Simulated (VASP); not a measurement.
# CoSn (P6/mmm) in VASP: further runs

The runs below take CoSn through single point, with r2SCAN.

All numbers are computed with VASP 6.6.1; they aren't measurements. Logs are shortened: lines on timing, memory, paths and dates and some standing lists are left out, and cuts for length are marked.

## Step 1: The cell of the first run

The structure is hexagonal, space group P6/mmm (No. 191). The conventional cell has a = 5.246 Å, b = 5.246 Å, c = 4.188 Å, α = 90.00°, β = 90.00°, γ = 120.00°. Co (site symmetry mmm) has 6 Sn at 2.58 to 2.62 Å and 4 Co at 2.62 Å within 3.4 Å. Within 3.4 Å of Sn (site symmetry -6m2) lie 6 Co at 2.58 Å and 3 Sn at 3.03 Å. Sn (site symmetry 6/mmm) has 6 Co at 2.62 Å within 3.5 Å.

## Step 2: Single point, r2SCAN

Contents of POSCAR:

```
CoSn
1.0
    5.2460399276      0.0000000000      0.0000000000
   -2.6230199638      4.5432038466      0.0000000000
    0.0000000000      0.0000000000      4.1875903000
Co Sn
3 3
Direct
    0.0000000000      0.5000000000      0.0000000000
    0.5000000000      0.5000000000      0.0000000000
    0.5000000000      0.0000000000      0.0000000000
    0.6666666700      0.3333333300      0.5000000000
    0.3333333300      0.6666666700      0.5000000000
    0.0000000000      0.0000000000      0.0000000000
```

Contents of INCAR.step1:

```
ALGO = Normal
EDIFF = 1E-4
ENCUT = 520
GGA = PE
ISMEAR = 0
LASPH = T
LCHARG = F
LREAL = F
LWAVE = T
NBANDS = 44
NELM = 80
PREC = Accurate
SIGMA = 0.1
```

Contents of INCAR.step2:

```
ALGO = Normal
EDIFF = 1E-6
ENCUT = 520
ISIF = 2
ISMEAR = 0
ISTART = 1
LASPH = T
LCHARG = F
LMIXTAU = T
LREAL = F
LWAVE = F
METAGGA = R2SCAN
NBANDS = 44
NELM = 80
PREC = Accurate
SIGMA = 0.1
```

Contents of KPOINTS:

```
k-points
0
Gamma
  6 6 4
```

Potentials or basis: VASP PAW PBE potentials, release 64 (Co, Sn_d).

The run is started by

```
> cat potpaw_PBE.64/Co/POTCAR potpaw_PBE.64/Sn_d/POTCAR > POTCAR
> cp INCAR.step1 INCAR
> mpirun -np 1 vasp_std > vasp.out
> cp INCAR.step2 INCAR
> mpirun -np 1 vasp_std > vasp.out
```

OUTCAR:

```text
EDIFF = 1E-6
   ENCUT = 520
   ISIF = 2
   ISMEAR = 0
   ISTART = 1
   LASPH = T
   LREAL = F
   METAGGA = R2SCAN
   NELM = 80
   PREC = Accurate

 ion  position               nearest neighbor table
   1  0.000  0.500  0.000-   4 2.58   5 2.58   4 2.58   5 2.58   2 2.62   2 2.62   6 2.62   6 2.62
                             3 2.62   3 2.62
   2  0.500  0.500  0.000-   4 2.58   5 2.58   4 2.58   5 2.58   1 2.62   1 2.62   6 2.62   3 2.62
                             3 2.62   6 2.62
   3  0.500  0.000  0.000-   4 2.58   5 2.58   4 2.58   5 2.58   6 2.62   6 2.62   1 2.62   2 2.62
                             2 2.62   1 2.62
   4  0.667  0.333  0.500-   1 2.58   1 2.58   3 2.58   3 2.58   2 2.58   2 2.58   5 3.03   5 3.03
                             5 3.03   6 3.68   6 3.68   6 3.68   6 3.68   6 3.68   6 3.68
   5  0.333  0.667  0.500-   1 2.58   1 2.58   3 2.58   3 2.58   2 2.58   2 2.58   4 3.03   4 3.03
                             4 3.03   6 3.68   6 3.68   6 3.68   6 3.68   6 3.68   6 3.68
   6  0.000  0.000  0.000-   3 2.62   3 2.62   1 2.62   1 2.62   2 2.62   2 2.62   5 3.68   4 3.68
                             5 3.68   4 3.68   4 3.68   5 3.68   5 3.68   4 3.68   5 3.68   5 3.68

  LATTYP: Found a hexagonal cell.
 ALAT       =     5.2460399276
 C/A-ratio  =     0.7982383584

  Lattice vectors:

 A1 = (   5.2460399276,   0.0000000000,   0.0000000000)
 A2 = (  -2.6230199638,   4.5432038466,   0.0000000000)
 A3 = (   0.0000000000,   0.0000000000,   4.1875903000)

Analysis of symmetry for initial positions (statically):
=====================================================================
 Subroutine PRICEL returns:
 Original cell was already a primitive cell.

 Routine SETGRP: Setting up the symmetry group for a
 hexagonal supercell.

 Subroutine GETGRP returns: Found 24 space group operations
 (whereof 24 operations were pure point group operations)
 out of a pool of 24 trial point group operations.

The static configuration has the point symmetry D_6h.

Analysis of symmetry for dynamics (positions and initial velocities):
=====================================================================
 Subroutine PRICEL returns:
 Original cell was already a primitive cell.

 Routine SETGRP: Setting up the symmetry group for a
 hexagonal supercell.

 Subroutine GETGRP returns: Found 24 space group operations
 (whereof 24 operations were pure point group operations)
 out of a pool of 24 trial point group operations.

The dynamic configuration has the point symmetry D_6h.

 Subroutine INISYM returns: Found 24 space group operations
 (whereof 24 operations are pure point group operations),
 and found     1 'primitive' translations

----------------------------------------------------------------------------------------

                                     Primitive cell

  volume of cell :      99.8063

  direct lattice vectors                    reciprocal lattice vectors
     5.246039928  0.000000000  0.000000000     0.190619975  0.110054494  0.000000000
    -2.623019964  4.543203847  0.000000000     0.000000000  0.220108988  0.000000000
     0.000000000  0.000000000  4.187590300     0.000000000  0.000000000  0.238800821

  length of vectors
     5.246039928  5.246039928  4.187590300     0.220108988  0.220108988  0.238800821

  position of ions in fractional coordinates (direct lattice)
     0.000000000  0.500000000  0.000000000
     0.500000000  0.500000000  0.000000000
     0.500000000  0.000000000  0.000000000
     0.666666670  0.333333330  0.500000000
     0.333333330  0.666666670  0.500000000
     0.000000000  0.000000000  0.000000000

  ion indices of the primitive-cell ions
   primitive index   ion index
                 1           1
                 2           2
                 3           3
                 4           4
                 5           5
                 6           6

----------------------------------------------------------------------------------------

 KPOINTS: k-points

Automatic generation of k-mesh.
 Grid dimensions read from file:
 generate k-points for:    6    6    4

 Generating k-lattice:

  Cartesian coordinates                     Fractional coordinates (reciprocal lattice)
     0.031769996  0.018342416  0.000000000     0.166666667  0.000000000  0.000000000
     0.000000000  0.036684831  0.000000000     0.000000000  0.166666667  0.000000000
     0.000000000  0.000000000  0.059700205     0.000000000  0.000000000  0.250000000

  Length of vectors
     0.036684831  0.036684831  0.059700205

  Shift w.r.t. Gamma in fractional coordinates (k-lattice)
     0.000000000  0.000000000  0.000000000

 Subroutine IBZKPT returns following result:
 ===========================================

 Found     21 irreducible k-points:

 Following reciprocal coordinates:
            Coordinates               Weight
  0.000000  0.000000  0.000000      1.000000
  0.166667  0.000000  0.000000      6.000000
  0.333333  0.000000  0.000000      6.000000
  0.500000  0.000000  0.000000      3.000000
  0.166667  0.166667  0.000000      6.000000
  0.333333  0.166667  0.000000     12.000000
[... 13 lines left out ...]
  0.333333  0.166667  0.500000     12.000000
  0.333333  0.333333  0.500000      2.000000
   k-points           NKPTS =     21   k-points in BZ     NKDIM =     21   number of bands    NBANDS=     44
   number of dos      NEDOS =    301   number of ions     NIONS =      6
   total plane-waves  NPLWV =  51200
   dimension x,y,z NGX =    40 NGY =   40 NGZ =   32
   dimension x,y,z NGXF=    80 NGYF=   80 NGZF=   64
   ions per type =               3   3
   NGX,Y,Z   is equivalent  to a cutoff of  12.68, 12.68, 12.70 a.u.
   NGXF,Y,Z  is equivalent  to a cutoff of  25.35, 25.35, 25.41 a.u.
 SYSTEM =  unknown system
   PREC   = accura    normal or accurate (medium, high low for compatibility)
   ISTART =      1    job   : 0-new  1-cont  2-samecut
   ICHARG =      0    charge: 1-file 2-atom 10-const
   ISPIN  =      1    spin polarized calculation?
   LNONCOLLINEAR =      F non collinear calculations
   LSORBIT =      F    spin-orbit coupling
   LASPH  =      T    aspherical Exc in radial PAW
   ENCUT  =  520.0 eV  38.22 Ry    6.18 a.u.   9.75  9.75  7.79*2*pi/ulx,y,z
   NELM   =     80;   NELMIN=  2; NELMDL=  0     # of ELM steps
   EDIFF  = 0.1E-05   stopping-criterion for ELM
   LREAL  =      F    real-space projection
   EDIFFG = 0.1E-04   stopping-criterion for IOM
   NSW    =      0    number of steps for IOM
   IBRION =     -1    ionic relax: 0-MD 1-quasi-New 2-CG
   NFREE  =      0    steps in history (QN), initial steepest desc. (CG)
   ISIF   =      2    stress and relaxation
   ISYM   =      2    0-nonsym 1-usesym 2-fastsym
   POTIM  = 0.5000    time-step for ionic-motion
   TEBEG  =    0.0;   TEEND  =   0.0 temperature during run
   PSTRESS=    0.0 pullay stress
   NELECT =      69.0000    total number of electrons
   NUPDOWN=      -1.0000    fix difference up-down
   EMIN   =  10.00;   EMAX   =-10.00  energy-range for DOS
   EFERMI =   0.00;   METHOD = LEGACY
   ISMEAR =     0;   SIGMA  =   0.10  broadening in eV -4-tet -1-fermi 0-gaus
   EFERMI_NEDOS =   21; number of points for ismear=-14 and -15
   IALGO  =     38    algorithm
   IMIX   =      4    mixing-type and parameters
     AMIX     =   0.40;   BMIX     =  1.00
     AMIX_MAG =   1.60;   BMIX_MAG =  1.00
  volume/ion in A,a.u.               =      16.63       112.25
  Fermi-wavevector in a.u.,A,eV,Ry     =   1.447567  2.735504 28.510312  2.095449
  Thomas-Fermi vector in A             =   2.565507
   LORBIT       =      0    0 simple, 1 ext, 2 COOP (PROOUT), +10 PAW based schemes
   METAGGA = R2SCAN    functional components
   LHFCALC =     F    Hartree Fock is set to
   AEXX    =    0.0000 exact exchange contribution
   IVDW    =     0    specifies the selected vdW correction
   LEPSILON=     F    determine dielectric tensor
   LRPA    =     F    only Hartree local field effects (RPA)
 non-spin polarized calculation
 Gauss-broadening in eV      SIGMA  =   0.10
  energy-cutoff  :      520.00
  volume of cell :       99.81
 maximum number of plane-waves:      2709
 NGX is ok and might be reduce to    40
   NGX = 19   NGY = 19   NGZ = 15

 number of electron      69.0000006 magnetization

 Free energy of the ion-electron system (eV)
  ---------------------------------------------------
  ext. energy  EPLUGINS =         0.00000000
  ---------------------------------------------------
  free energy    TOTEN  =      -113.65773747 eV

  energy without entropy =     -113.64221005  energy(sigma->0) =     -113.64997376

 E-fermi :  10.2013     XC(G=0): -12.8949

 val. band max:       10.1894174820   @ k =   0.3333   0.1667   0.2500
 cond. band min:      10.2020226397   @ k =   0.1667   0.1667   0.0000
 fundamental gap:      0.0126051577
 Fermi energy:        10.2012785290

 k-point     1 :       0.0000    0.0000    0.0000
  band No.  band energies     occupation
      1     -12.1392      2.00000
      2     -12.0212      2.00000
      3     -12.0211      2.00000
      4     -12.0164      2.00000
      5     -12.0164      2.00000
      6     -11.9217      2.00000
[... 36 lines left out ...]
     43      16.5624      0.00000
     44      16.9737      0.00000

 k-point     2 :       0.1667    0.0000    0.0000
  band No.  band energies     occupation
      1     -12.1366      2.00000
      2     -12.0439      2.00000
      3     -12.0354      2.00000
      4     -12.0206      2.00000
      5     -12.0171      2.00000
      6     -11.9393      2.00000
[... 36 lines left out ...]
     43      15.5683      0.00000
     44      16.2048      0.00000

 k-point     3 :       0.3333    0.0000    0.0000
  band No.  band energies     occupation
      1     -12.1318      2.00000
      2     -12.0769      2.00000
      3     -12.0628      2.00000
      4     -12.0282      2.00000
      5     -12.0128      2.00000
      6     -11.9458      2.00000
[... 835 lines left out ...]
     43      16.6945      0.00000
     44      18.0270      0.00000

 k-point    21 :       0.3333    0.3333    0.5000
  band No.  band energies     occupation
      1     -12.1223      2.00000
      2     -12.1136      2.00000
      3     -12.0179      2.00000
      4     -12.0179      2.00000
      5     -11.9906      2.00000
      6     -11.9906      2.00000
[... 36 lines left out ...]
     43      18.0495      0.00000
     44      20.2681      0.00000

------------------------ aborting loop because EDIFF is reached ----------------------------------------

  FORCE on cell =-STRESS in cart. coord.  units (eV):
  Direction    XX          YY          ZZ          XY          YZ          ZX
  --------------------------------------------------------------------------------------
  -------------------------------------------------------------------------------------
  Total        0.1044302      0.1044302     -0.0775848      0.0000000      0.0000000      0.0000000
  in kB        1.6764033      1.6764033     -1.2454580      0.0000000      0.0000000      0.0000000
  external PRESSURE =       0.7024495 kB  Pullay stress =       0.0000000 kB

 VOLUME and BASIS-vectors are now :
 -----------------------------------------------------------------------------
  energy-cutoff  :      520.00
  volume of cell :       99.81
      direct lattice vectors                 reciprocal lattice vectors
     5.246039928  0.000000000  0.000000000     0.190619975  0.110054494  0.000000000
    -2.623019964  4.543203847  0.000000000     0.000000000  0.220108988  0.000000000
     0.000000000  0.000000000  4.187590300     0.000000000  0.000000000  0.238800821

 POSITION                                       TOTAL-FORCE (eV/Angst)
 -----------------------------------------------------------------------------------
     -1.31151      2.27160      0.00000        -0.000000      0.000000      0.000000
      1.31151      2.27160      0.00000        -0.000000      0.000000      0.000000
      2.62302      0.00000      0.00000        -0.000000      0.000000      0.000000
      2.62302      1.51440      2.09380        -0.000000      0.000000      0.000000
     -0.00000      3.02880      2.09380         0.000000     -0.000000      0.000000
      0.00000      0.00000      0.00000        -0.000000      0.000000      0.000000
 -----------------------------------------------------------------------------------
    total drift:                                0.000000     -0.000000     -0.000000

  FREE ENERGIE OF THE ION-ELECTRON SYSTEM (eV)
  ---------------------------------------------------
  free  energy   TOTEN  =      -113.6577374742 eV

  energy  without entropy=     -113.6422100477  energy(sigma->0) =     -113.64997376
```

Run time: 5 min. Hardware: 1 thread of Intel Xeon Platinum 8488C (Sapphire Rapids), shared host; peak memory 0.27 GiB.

Results:

```yaml
Free_energy: -113.6577 eV
Pressure: 0.1 GPa
Band_gap_on_the_k_mesh: zero (an odd number of electrons rules out a gap without spin polarisation)
```

Stress tensor (GPa, compression positive):
```
 0.17  0.00  0.00
 0.00  0.17  0.00
 0.00  0.00 -0.12
```

Levels at points of the mesh, in eV from the Fermi level:
```tsv
k point	band 30	band 31	band 32	band 33	band 34	band 35	band 36	band 37	band 38	band 39
(0.00, 0.00, 0.00)	-0.70	-0.66	-0.66	-0.60	-0.60	0.54	0.60	1.38	1.38	3.12
(0.50, 0.00, 0.00)	-1.20	-0.86	-0.63	-0.58	0.71	0.88	1.73	1.78	2.69	3.40
(0.00, 0.00, 0.50)	-1.06	-1.06	-0.75	-0.70	-0.70	-0.62	-0.62	-0.13	0.54	1.34
(0.50, 0.00, 0.50)	-1.34	-1.07	-0.92	-0.71	-0.68	-0.56	-0.32	0.37	1.24	4.17
```

Caveat: the k points lie up to 0.38 Å⁻¹ apart, too coarse for converged energies and pressures of a metal; the PAW data sets were made with another functional, which shifts forces and pressure a little; spin-orbit coupling is left out, which moves the levels of the heavy elements; the run has no spin polarisation, though such a crystal can be magnetic. Spin polarisation is off, so any magnetic state and its effect on volume and gap are missing.

(Continued in part 2 of 2.)

The gap in the log of VASP goes by the Fermi energy; the results here count the filled bands.